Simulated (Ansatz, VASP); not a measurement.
One calculation of Eu, two programs

```
Eu
1.0
     0.00000    2.71284    2.71284
     2.71284    0.00000    2.71284
     2.71284    2.71284    0.00000
Eu
1
Cartesian
  0.0000 0.0000 0.0000
```

Change from the starting cell: volume scaled by 0.92, PAW files.

Alike in both runs: task single point; functional PBE; k mesh 9 × 9 × 9; occupations fermi-dirac, width 0.08 eV; collinear spin.

```csv
,VASP,Ansatz
version,VASP 6.6.1,Ansatz 0.2.0
potentials or method,"VASP PAW PBE potentials, release 64 (Eu)","PAW with Ansatz's default frozen-core files, scalar-relativistic"
plane-wave cutoff (eV),520,420
valence electrons in the cell,17,17
```

Ansatz gave:

```
pressure (GPa)                                                : 0.6
net moment per atom (μB)                                      : 7.47
size of the moment on the site where the two differ most (μB) : 7.14
```

Q: Which values does VASP return?

A: Pressure (GPa): 0.4; net moment per atom (μB): 7.45; size of the moment on the site where the two differ most (μB): 6.71.

Site moments also hang on the region over which each program counts them.

Neither program's run includes spin-orbit coupling.
